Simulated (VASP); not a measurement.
# BiS in VASP: settings compared, part 3 of 3

VASP 6.6.1. The steps go on from the part before.

### Step 6. Single point, PBEsol

INCAR reads:

```
SYSTEM = BiS
PREC = Accurate ; ENCUT = 520
EDIFF = 1E-7 ; ISMEAR = 0
SIGMA = 0.05 ; LREAL = .False.
LASPH = .True. ; NELM = 100
ALGO = Normal ; ISIF = 2
LWAVE = .False. ; LCHARG = .False.
GGA = PS ; NBANDS = 29
```

KPOINTS reads:

```
Automatic mesh
0
Gamma
  10 10 6
  0 0 0
```

POSCAR reads:

```
BiS
1.0
    4.2531522690      0.0000000000      0.0000000000
   -2.1265761345      3.6833379111      0.0000000000
    0.0000000000      0.0000000000      6.9376951447
Bi S
2 2
Direct
    0.0000000000      0.0000000000      0.0000000000
    0.0000000000      0.0000000000      0.5000000000
    0.3333333333      0.6666666667      0.2500000000
    0.6666666667      0.3333333333      0.7500000000
```

Potentials or basis: VASP PAW PBE potentials, release 64 (Bi_d, S).

The run is started by

```bash
cat potpaw_PBE.64/Bi_d/POTCAR potpaw_PBE.64/S/POTCAR > POTCAR
mpirun -np 1 vasp_std > vasp.out
```

OUTCAR:

```text
SYSTEM = BiS
   PREC = Accurate
   ENCUT = 520
   EDIFF = 1E-7
   ISMEAR = 0
   LREAL = .False.
   LASPH = .True.
   NELM = 100
   ISIF = 2
   GGA = PS

 ion  position               nearest neighbor table
   1  0.000  0.000  0.000-   3 3.01   4 3.01   3 3.01   4 3.01   4 3.01   3 3.01   2 3.47   2 3.47

   2  0.000  0.000  0.500-   3 3.01   4 3.01   3 3.01   4 3.01   4 3.01   3 3.01   1 3.47   1 3.47

   3  0.333  0.667  0.250-   1 3.01   2 3.01   1 3.01   2 3.01   1 3.01   2 3.01
   4  0.667  0.333  0.750-   1 3.01   2 3.01   1 3.01   2 3.01   1 3.01   2 3.01

  LATTYP: Found a hexagonal cell.
 ALAT       =     4.2531522690
 C/A-ratio  =     1.6311889878

  Lattice vectors:

 A1 = (   4.2531522690,   0.0000000000,   0.0000000000)
 A2 = (  -2.1265761345,   3.6833379111,   0.0000000000)
 A3 = (   0.0000000000,   0.0000000000,   6.9376951447)

Analysis of symmetry for initial positions (statically):
=====================================================================
 Subroutine PRICEL returns:
 Original cell was already a primitive cell.

 Routine SETGRP: Setting up the symmetry group for a
 hexagonal supercell.

 Subroutine GETGRP returns: Found 24 space group operations
 (whereof 12 operations were pure point group operations)
 out of a pool of 24 trial point group operations.

The static configuration has the point symmetry D_3d.
 The point group associated with its full space group is D_6h.

Analysis of symmetry for dynamics (positions and initial velocities):
=====================================================================
 Subroutine PRICEL returns:
 Original cell was already a primitive cell.

 Routine SETGRP: Setting up the symmetry group for a
 hexagonal supercell.

 Subroutine GETGRP returns: Found 24 space group operations
 (whereof 12 operations were pure point group operations)
 out of a pool of 24 trial point group operations.

The dynamic configuration has the point symmetry D_3d.
 The point group associated with its full space group is D_6h.

 Subroutine INISYM returns: Found 24 space group operations
 (whereof 12 operations are pure point group operations),
 and found     1 'primitive' translations

----------------------------------------------------------------------------------------

                                     Primitive cell

  volume of cell :     108.6845

  direct lattice vectors                    reciprocal lattice vectors
     4.253152269  0.000000000  0.000000000     0.235119727  0.135746438  0.000000000
    -2.126576135  3.683337911  0.000000000     0.000000000  0.271492875  0.000000000
     0.000000000  0.000000000  6.937695145     0.000000000  0.000000000  0.144140090

  length of vectors
     4.253152269  4.253152269  6.937695145     0.271492875  0.271492875  0.144140090

  position of ions in fractional coordinates (direct lattice)
     0.000000000  0.000000000  0.000000000
     0.000000000  0.000000000  0.500000000
     0.333333333  0.666666667  0.250000000
     0.666666667  0.333333333  0.750000000

  ion indices of the primitive-cell ions
   primitive index   ion index
                 1           1
                 2           2
                 3           3
                 4           4

----------------------------------------------------------------------------------------

[... 26 lines left out ...]
  0.000000  0.000000  0.000000      1.000000
  0.100000  0.000000  0.000000      6.000000
  0.200000  0.000000  0.000000      6.000000
  0.300000  0.000000  0.000000      6.000000
  0.400000  0.000000  0.000000      6.000000
  0.500000  0.000000  0.000000      3.000000
[... 16 lines left out ...]
  0.300000  0.100000  0.166667     24.000000
  0.400000  0.100000  0.166667     24.000000
 [... further k-points ...]
   k-points           NKPTS =     56   k-points in BZ     NKDIM =     56   number of bands    NBANDS=     29
   number of dos      NEDOS =    301   number of ions     NIONS =      4
   total plane-waves  NPLWV =  55296
   dimension x,y,z NGX =    32 NGY =   32 NGZ =   54
   dimension x,y,z NGXF=    64 NGYF=   64 NGZF=  108
   ions per type =               2   2
   NGX,Y,Z   is equivalent  to a cutoff of  12.51, 12.51, 12.94 a.u.
   NGXF,Y,Z  is equivalent  to a cutoff of  25.02, 25.02, 25.88 a.u.
 SYSTEM =  BiS
   PREC   = accura    normal or accurate (medium, high low for compatibility)
   ISTART =      0    job   : 0-new  1-cont  2-samecut
   ICHARG =      2    charge: 1-file 2-atom 10-const
   ISPIN  =      1    spin polarized calculation?
   LNONCOLLINEAR =      F non collinear calculations
   LSORBIT =      F    spin-orbit coupling
   LASPH  =      T    aspherical Exc in radial PAW
   ENCUT  =  520.0 eV  38.22 Ry    6.18 a.u.   7.91  7.91 12.90*2*pi/ulx,y,z
   NELM   =    100;   NELMIN=  2; NELMDL= -5     # of ELM steps
   EDIFF  = 0.1E-06   stopping-criterion for ELM
   LREAL  =      F    real-space projection
   EDIFFG = 0.1E-05   stopping-criterion for IOM
   NSW    =      0    number of steps for IOM
   IBRION =     -1    ionic relax: 0-MD 1-quasi-New 2-CG
   NFREE  =      0    steps in history (QN), initial steepest desc. (CG)
   ISIF   =      2    stress and relaxation
   ISYM   =      2    0-nonsym 1-usesym 2-fastsym
   POTIM  = 0.5000    time-step for ionic-motion
   TEBEG  =    0.0;   TEEND  =   0.0 temperature during run
   PSTRESS=    0.0 pullay stress
   NELECT =      42.0000    total number of electrons
   NUPDOWN=      -1.0000    fix difference up-down
   EMIN   =  10.00;   EMAX   =-10.00  energy-range for DOS
   EFERMI =   0.00;   METHOD = LEGACY
   ISMEAR =     0;   SIGMA  =   0.05  broadening in eV -4-tet -1-fermi 0-gaus
   EFERMI_NEDOS =   21; number of points for ismear=-14 and -15
   IALGO  =     38    algorithm
   IMIX   =      4    mixing-type and parameters
     AMIX     =   0.40;   BMIX     =  1.00
     AMIX_MAG =   1.60;   BMIX_MAG =  1.00
  volume/ion in A,a.u.               =      27.17       183.36
  Fermi-wavevector in a.u.,A,eV,Ry     =   1.192437  2.253379 19.346198  1.421905
  Thomas-Fermi vector in A             =   2.328475
   LORBIT       =      0    0 simple, 1 ext, 2 COOP (PROOUT), +10 PAW based schemes
   GGA     = PS    functional components
   LHFCALC =     F    Hartree Fock is set to
   AEXX    =    0.0000 exact exchange contribution
   IVDW    =     0    specifies the selected vdW correction
   LEPSILON=     F    determine dielectric tensor
   LRPA    =     F    only Hartree local field effects (RPA)
 non-spin polarized calculation
 Gauss-broadening in eV      SIGMA  =   0.05
  energy-cutoff  :      520.00
  volume of cell :      108.68
 maximum number of plane-waves:      2950
 NGX is ok and might be reduce to    32
   NGX = 15   NGY = 15   NGZ = 25

 number of electron      41.9999987 magnetization

 Free energy of the ion-electron system (eV)
  ---------------------------------------------------
  ext. energy  EPLUGINS =         0.00000000
  ---------------------------------------------------
  free energy    TOTEN  =       -17.65214894 eV

  energy without entropy =      -17.64955632  energy(sigma->0) =      -17.65085263

 E-fermi :   6.5764     XC(G=0):  -9.8636

 val. band max:        6.5704224351   @ k =   0.5000   0.0000   0.1667
 cond. band min:       6.5834546441   @ k =   0.1000   0.0000   0.5000
 fundamental gap:      0.0130322090
 Fermi energy:         6.5763583933

 k-point     1 :       0.0000    0.0000    0.0000
  band No.  band energies     occupation
      1     -17.1555      2.00000
      2     -17.0927      2.00000
      3     -17.0927      2.00000
      4     -17.0862      2.00000
      5     -17.0862      2.00000
      6     -17.0836      2.00000
[... 757 lines left out ...]
     28      12.8421      0.00000
     29      14.1420      0.00000

 [... further k-points ...]

------------------------ aborting loop because EDIFF is reached ----------------------------------------

  FORCE on cell =-STRESS in cart. coord.  units (eV):
  Direction    XX          YY          ZZ          XY          YZ          ZX
  --------------------------------------------------------------------------------------
  -------------------------------------------------------------------------------------
  Total       -1.9000514     -1.9000514     -2.0236525      0.0000000      0.0000000      0.0000000
  in kB      -28.0096851    -28.0096851    -29.8317553      0.0000000      0.0000000      0.0000000
  external PRESSURE =     -28.6170419 kB  Pullay stress =       0.0000000 kB

 VOLUME and BASIS-vectors are now :
 -----------------------------------------------------------------------------
  energy-cutoff  :      520.00
  volume of cell :      108.68
      direct lattice vectors                 reciprocal lattice vectors
     4.253152269  0.000000000  0.000000000     0.235119727  0.135746438  0.000000000
    -2.126576135  3.683337911  0.000000000     0.000000000  0.271492875  0.000000000
     0.000000000  0.000000000  6.937695145     0.000000000  0.000000000  0.144140090

 POSITION                                       TOTAL-FORCE (eV/Angst)
 -----------------------------------------------------------------------------------
      0.00000      0.00000      0.00000         0.000000      0.000000      0.000000
      0.00000      0.00000      3.46885         0.000000      0.000000      0.000000
     -0.00000      2.45556      1.73442         0.000000     -0.000000      0.000000
      2.12658      1.22778      5.20327        -0.000000      0.000000     -0.000000
 -----------------------------------------------------------------------------------
    total drift:                                0.000000     -0.000000      0.000000

  FREE ENERGIE OF THE ION-ELECTRON SYSTEM (eV)
  ---------------------------------------------------
  free  energy   TOTEN  =       -17.6521489431 eV

  energy  without entropy=      -17.6495563188  energy(sigma->0) =      -17.65085263
```

OSZICAR:

```text
N       E                     dE             d eps       ncg     rms          rms(c)
DAV:   1     0.428792439312E+03    0.42879E+03   -0.20570E+04  3248   0.157E+03
DAV:   2     0.305658251517E+02   -0.39823E+03   -0.38743E+03  3312   0.427E+02
DAV:   3    -0.161173182085E+02   -0.46683E+02   -0.45478E+02  4113   0.153E+02
DAV:   4    -0.181873761720E+02   -0.20701E+01   -0.20566E+01  3691   0.332E+01
DAV:   5    -0.182792222784E+02   -0.91846E-01   -0.91825E-01  4888   0.712E+00    0.107E+01
DAV:   6    -0.176465031859E+02    0.63272E+00   -0.19509E+00  4411   0.691E+00    0.682E+00
DAV:   7    -0.176550084419E+02   -0.85053E-02   -0.21666E-01  3767   0.188E+00    0.183E+00
DAV:   8    -0.176522668371E+02    0.27416E-02   -0.13796E-02  3972   0.758E-01    0.483E-01
DAV:   9    -0.176520843928E+02    0.18244E-03   -0.20488E-03  3764   0.277E-01    0.137E-01
DAV:  10    -0.176521360789E+02   -0.51686E-04   -0.21825E-04  4221   0.738E-02    0.378E-02
DAV:  11    -0.176521498628E+02   -0.13784E-04   -0.63883E-05  3883   0.572E-02    0.105E-02
DAV:  12    -0.176521487563E+02    0.11065E-05   -0.74171E-06  4075   0.193E-02    0.456E-03
DAV:  13    -0.176521489475E+02   -0.19121E-06   -0.97176E-07  3320   0.506E-03    0.809E-04
DAV:  14    -0.176521489431E+02    0.44502E-08   -0.82158E-08  2269   0.248E-03
   1 F= -.17652149E+02 E0= -.17650853E+02  d E =-.259262E-02
```

It took 65 s on 1 thread of Intel Xeon 6975P-C (Granite Rapids), shared host; peak memory 0.3 GiB.

What came out:

```yaml
Free_energy: -17.6521 eV
Pressure: -2.9 GPa
Band_gap_on_the_k_mesh: zero (bands 21 and 22 overlap by 2.04 eV)
```

Caveat: the PAW data sets were made with another functional, which shifts forces and pressure a little; spin-orbit coupling is left out, which moves the levels of the heavy elements.

### Step 7. The runs side by side

| task | level | cell | cutoff (eV) | gap on the mesh (eV) | pressure (GPa) |
| --- | --- | --- | --- | --- | --- |
| single point | revPBE | a = 4.253, b = 4.253, c = 6.938 Å, angles 90.0, 90.0, 120.0°, 4 atoms | 500 | none | 1.1 |
| single point | PBE | a = 4.253, b = 4.253, c = 6.938 Å, angles 90.0, 90.0, 120.0°, 4 atoms | 500 | none | -0.1 |
| single point | PBE | a = 4.253, b = 4.285, c = 6.938 Å, angles 90.0, 90.0, 119.8°, 4 atoms | 500 | none | -0.6 |
| relaxation of cell and atoms | PBE | relaxed from a = 4.271, b = 4.271, c = 5.952 Å, angles 90.0, 90.0, 120.0°, 4 atoms | 500 | none | 0.0 |
| single point | PBEsol | a = 4.253, b = 4.253, c = 6.938 Å, angles 90.0, 90.0, 120.0°, 4 atoms | 520 | none | -2.9 |

Alike in all rows: potentials or basis VASP PAW PBE potentials, release 64 (Bi_d, S); no spin polarisation; k mesh 10 × 10 × 6; smearing gaussian 0.05 eV.

The pressure there spans -2.9 GPa (PBEsol) to 1.1 GPa (revPBE); a positive pressure means that this level wants a larger cell, a negative one a smaller.

Caveats: spin-orbit coupling is left out, which moves the levels of the heavy elements; the PAW data sets were made with another functional, which shifts forces and pressure a little (at least some runs).

Absolute energies hang on the potentials; compare differences alone.
